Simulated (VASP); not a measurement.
# Pt (Fm-3m) in VASP: further runs, part 2 of 2

VASP 6.6.1.

## 4. Single point, BLYP, collinear spin (15.96 Å³/atom)

This run uses another cell than the first one, of 15.96 Å³/atom.

INCAR reads:

```
  AGGAC = 1.0
  AGGAX = 1.0
  ALDAC = 0.0
  ALDAX = 1.0
  ALGO = Normal
  EDIFF = 1E-6
  ENCUT = 520
  GGA = B5
  ISIF = 2
  ISMEAR = -1
  ISPIN = 2
  LASPH = True
  LCHARG = False
  LMAXMIX = 4
  LORBIT = 11
  LREAL = False
  LWAVE = False
  MAGMOM = 1
  NBANDS = 15
  NELM = 150
  PREC = Accurate
  SIGMA = 0.05
```

KPOINTS reads:

```
k-points
0
Gamma
  22 22 22
```

POSCAR reads:

```
Pt
1.0
    0.0000000000      1.9981660486      1.9981660486
    1.9981660486      0.0000000000      1.9981660486
    1.9981660486      1.9981660486      0.0000000000
Pt
1
Direct
    0.0000000000      0.0000000000      0.0000000000
```

Potentials or basis: VASP PAW PBE potentials, release 64 (Pt).

Started as:

```
cat potpaw_PBE.64/Pt/POTCAR > POTCAR
mpirun -np 1 vasp_std > vasp.out
```

OUTCAR:

```text
EDIFF = 1E-6
   ENCUT = 520
   GGA = B5
   ISIF = 2
   ISMEAR = -1
   ISPIN = 2
   LASPH = True
   LORBIT = 11
   LREAL = False
   NELM = 150
   PREC = Accurate

 ion  position               nearest neighbor table
   1  0.000  0.000  0.000-

  LATTYP: Found a face centered cubic cell.
 ALAT       =     3.9963320972

  Lattice vectors:

 A1 = (   0.0000000000,   1.9981660486,   1.9981660486)
 A2 = (   1.9981660486,   0.0000000000,   1.9981660486)
 A3 = (   1.9981660486,   1.9981660486,   0.0000000000)

Analysis of symmetry for initial positions (statically):
=====================================================================
 Subroutine PRICEL returns:
 Original cell was already a primitive cell.

 Routine SETGRP: Setting up the symmetry group for a
 face centered cubic supercell.

 Subroutine GETGRP returns: Found 48 space group operations
 (whereof 48 operations were pure point group operations)
 out of a pool of 48 trial point group operations.

The static configuration has the point symmetry O_h .

Analysis of symmetry for dynamics (positions and initial velocities):
=====================================================================
 Subroutine PRICEL returns:
 Original cell was already a primitive cell.

 Routine SETGRP: Setting up the symmetry group for a
 face centered cubic supercell.

 Subroutine GETGRP returns: Found 48 space group operations
 (whereof 48 operations were pure point group operations)
 out of a pool of 48 trial point group operations.

The dynamic configuration has the point symmetry O_h .

Analysis of structural, dynamic, and magnetic symmetry:
=====================================================================
 Subroutine PRICEL returns:
 Original cell was already a primitive cell.

 Routine SETGRP: Setting up the symmetry group for a
 face centered cubic supercell.

 Subroutine GETGRP returns: Found 48 space group operations
 (whereof 48 operations were pure point group operations)
 out of a pool of 48 trial point group operations.

The overall configuration has the point symmetry O_h .

 Subroutine INISYM returns: Found 48 space group operations
 (whereof 48 operations are pure point group operations),
 and found     1 'primitive' translations

----------------------------------------------------------------------------------------

                                     Primitive cell

  volume of cell :      15.9560

  direct lattice vectors                    reciprocal lattice vectors
     0.000000000  1.998166049  1.998166049    -0.250229454  0.250229454  0.250229454
     1.998166049  0.000000000  1.998166049     0.250229454 -0.250229454  0.250229454
     1.998166049  1.998166049  0.000000000     0.250229454  0.250229454 -0.250229454

  length of vectors
     2.825833526  2.825833526  2.825833526     0.433410128  0.433410128  0.433410128

  position of ions in fractional coordinates (direct lattice)
     0.000000000  0.000000000  0.000000000

  ion indices of the primitive-cell ions
   primitive index   ion index
                 1           1

----------------------------------------------------------------------------------------

 KPOINTS: k-points

Automatic generation of k-mesh.
 Grid dimensions read from file:
 generate k-points for:   22   22   22

 Generating k-lattice:

[... 64 lines left out ...]
   NSW    =      0    number of steps for IOM
   IBRION =     -1    ionic relax: 0-MD 1-quasi-New 2-CG
   NFREE  =      0    steps in history (QN), initial steepest desc. (CG)
   ISIF   =      2    stress and relaxation
   ISYM   =      2    0-nonsym 1-usesym 2-fastsym
   POTIM  = 0.5000    time-step for ionic-motion
   TEBEG  =    0.0;   TEEND  =   0.0 temperature during run
   PSTRESS=    0.0 pullay stress
   NELECT =      10.0000    total number of electrons
   NUPDOWN=      -1.0000    fix difference up-down
   EMIN   =  10.00;   EMAX   =-10.00  energy-range for DOS
   EFERMI =   0.00;   METHOD = LEGACY
   ISMEAR =    -1;   SIGMA  =   0.05  broadening in eV -4-tet -1-fermi 0-gaus
   EFERMI_NEDOS =   21; number of points for ismear=-14 and -15
   IALGO  =     38    algorithm
   IMIX   =      4    mixing-type and parameters
     AMIX     =   0.40;   BMIX     =  1.00
     AMIX_MAG =   1.60;   BMIX_MAG =  1.00
  volume/ion in A,a.u.               =      15.96       107.68
  Fermi-wavevector in a.u.,A,eV,Ry     =   1.400984  2.647476 26.704929  1.962757
  Thomas-Fermi vector in A             =   2.523891
   LORBIT       =     11    0 simple, 1 ext, 2 COOP (PROOUT), +10 PAW based schemes
   GGA     = B5    functional components
   LHFCALC =     F    Hartree Fock is set to
   AEXX    =    0.0000 exact exchange contribution
   IVDW    =     0    specifies the selected vdW correction
   LEPSILON=     F    determine dielectric tensor
   LRPA    =     F    only Hartree local field effects (RPA)
 spin polarized calculation
  energy-cutoff  :      520.00
  volume of cell :       15.96
 maximum number of plane-waves:       444
 NGX is ok and might be reduce to    24
   NGX = 11   NGY = 11   NGZ = 11

 number of electron      10.0000001 magnetization      -0.0174128

 number of electron      10.0000001 magnetization       0.0003677

 Free energy of the ion-electron system (eV)
  ---------------------------------------------------
  ext. energy  EPLUGINS =         0.00000000
  ---------------------------------------------------
  free energy    TOTEN  =        -4.98571339 eV

  energy without entropy =       -4.96947275  energy(sigma->0) =       -4.97759307

 E-fermi :  10.7849     XC(G=0): -12.4675

 val. band max:       10.7806530185   @ k =   0.5000   0.5000   0.0000
 cond. band min:      10.7849960929   @ k =  -0.4545   0.0909   0.0455
 fundamental gap:      0.0043430744
 Fermi energy:        10.7848863801

 spin component 1

 k-point     1 :       0.0000    0.0000    0.0000
  band No.  band energies     occupation
      1       1.3466      1.00000
      2       7.3219      1.00000
      3       7.3219      1.00000
      4       7.3219      1.00000
      5       9.2821      1.00000
      6       9.2821      1.00000
      7      25.8772      0.00000
      8      30.3708      0.00000
      9      30.3708      0.00000
     10      30.3708      0.00000
     11      35.9643      0.00000
     12      42.0013      0.00000
     13      42.0013      0.00000
     14      42.0013      0.00000
[... 403 lines left out ...]
      4       9.9486      1.00000
      5      10.7293      0.75247
      6      11.5591      0.00000
      7      16.4803      0.00000
      8      25.5999      0.00000
      9      29.1405      0.00000
     10      29.5778      0.00000
     11      38.2291      0.00000
     12      38.5386      0.00000
     13      39.8218      0.00000
     14      43.2769      0.00000
     15      43.3997      0.00000

 [... further k-points ...]

 spin component 2

 k-point     1 :       0.0000    0.0000    0.0000
  band No.  band energies     occupation
      1       1.3466      1.00000
      2       7.3221      1.00000
      3       7.3221      1.00000
      4       7.3221      1.00000
      5       9.2823      1.00000
      6       9.2823      1.00000
      7      25.8772      0.00000
      8      30.3708      0.00000
      9      30.3708      0.00000
     10      30.3708      0.00000
     11      35.9642      0.00000
     12      42.0013      0.00000
     13      42.0013      0.00000
     14      42.0013      0.00000
[... 403 lines left out ...]
      4       9.9486      1.00000
      5      10.7295      0.75168
      6      11.5592      0.00000
      7      16.4804      0.00000
      8      25.5998      0.00000
      9      29.1406      0.00000
     10      29.5779      0.00000
     11      38.2291      0.00000
     12      38.5386      0.00000
     13      39.8217      0.00000
     14      43.2772      0.00000
     15      43.4000      0.00000

 [... further k-points ...]
[... 5 lines left out ...]
  --------------------------------------------------------------------------------------
  -------------------------------------------------------------------------------------
  Total        1.0323224      1.0323224      1.0323224      0.0000000      0.0000000      0.0000000
  in kB      103.6576128    103.6576128    103.6576128      0.0000000      0.0000000      0.0000000
  external PRESSURE =     103.6576128 kB  Pullay stress =       0.0000000 kB

 VOLUME and BASIS-vectors are now :
 -----------------------------------------------------------------------------
  energy-cutoff  :      520.00
  volume of cell :       15.96
      direct lattice vectors                 reciprocal lattice vectors
     0.000000000  1.998166049  1.998166049    -0.250229454  0.250229454  0.250229454
     1.998166049  0.000000000  1.998166049     0.250229454 -0.250229454  0.250229454
     1.998166049  1.998166049  0.000000000     0.250229454  0.250229454 -0.250229454

 POSITION                                       TOTAL-FORCE (eV/Angst)
 -----------------------------------------------------------------------------------
      0.00000      0.00000      0.00000         0.000000      0.000000     -0.000000
 -----------------------------------------------------------------------------------
    total drift:                               -0.000000      0.000000      0.000000

  FREE ENERGIE OF THE ION-ELECTRON SYSTEM (eV)
  ---------------------------------------------------
  free  energy   TOTEN  =        -4.9857133882 eV

  energy  without entropy=       -4.9694727467  energy(sigma->0) =       -4.97759307

 total charge

# of ion       s       p       d       tot
------------------------------------------
    1        0.618   0.523   8.070   9.210

 magnetization (x)

# of ion       s       p       d       tot
------------------------------------------
    1        0.000  -0.000   0.000   0.000
```

Run time: 2 min. Hardware: 1 thread of AMD EPYC 9R45 (Zen 5), shared host; peak memory 0.21 GiB.

What came out:

- Free energy: -4.9857 eV
- Pressure: 10.4 GPa
- Band gap on the k mesh: zero (filled and empty bands overlap)
- Net moment: 0.00 μB per cell
- Valence electrons inside the program's atomic spheres: Pt 9.21

Levels at points of the mesh, in eV from the Fermi level:
Spin up:
| k point | band 1 | band 2 | band 3 | band 4 | band 5 | band 6 | band 7 | band 8 | band 9 | band 10 |
| --- | --- | --- | --- | --- | --- | --- | --- | --- | --- | --- |
| (0.00, 0.00, 0.00) | -9.44 | -3.46 | -3.46 | -3.46 | -1.50 | -1.50 | 15.09 | 19.59 | 19.59 | 19.59 |
| (0.50, 0.00, 0.00) | -6.70 | -3.51 | -3.51 | 0.03 | 0.03 | 0.04 | 5.45 | 14.67 | 18.65 | 18.65 |
| (0.50, 0.50, 0.00) | -6.41 | -6.02 | 0.00 | 0.45 | 0.45 | 2.12 | 8.30 | 11.35 | 11.35 | 19.90 |
Spin down:
| k point | band 1 | band 2 | band 3 | band 4 | band 5 | band 6 | band 7 | band 8 | band 9 | band 10 |
| --- | --- | --- | --- | --- | --- | --- | --- | --- | --- | --- |
| (0.00, 0.00, 0.00) | -9.44 | -3.46 | -3.46 | -3.46 | -1.50 | -1.50 | 15.09 | 19.59 | 19.59 | 19.59 |
| (0.50, 0.00, 0.00) | -6.70 | -3.51 | -3.51 | 0.03 | 0.03 | 0.04 | 5.45 | 14.67 | 18.65 | 18.65 |
| (0.50, 0.50, 0.00) | -6.41 | -6.02 | 0.00 | 0.45 | 0.45 | 2.12 | 8.30 | 11.35 | 11.35 | 19.90 |

Caveat: the cell stands under pressure; the PAW data sets were made with another functional, which shifts forces and pressure a little; spin-orbit coupling is left out, which moves the levels of the heavy elements.

## 5. The runs side by side

```csv
cell,k mesh,gap on the mesh (eV),pressure (GPa),moment (μB)
"a = 2.865 Å, angles 60.0°, 1 atom",14 × 14 × 14,none,1.0,0.00
"a = 2.745 Å, angles 60.0°, 1 atom",22 × 22 × 22,none,38.1,0.00
"a = 2.826 Å, angles 60.0°, 1 atom",22 × 22 × 22,none,10.4,0.00
```

Alike in all rows: task single point; level BLYP; potentials or basis VASP PAW PBE potentials, release 64 (Pt); spin collinear; cutoff (eV) 520; smearing fermi-dirac 0.05 eV.

Caveats: the PAW data sets were made with another functional, which shifts forces and pressure a little; spin-orbit coupling is left out, which moves the levels of the heavy elements; the cell stands under pressure (at least some runs).

Total energies depend on the potentials used, so only differences within one code and one set of settings carry meaning.
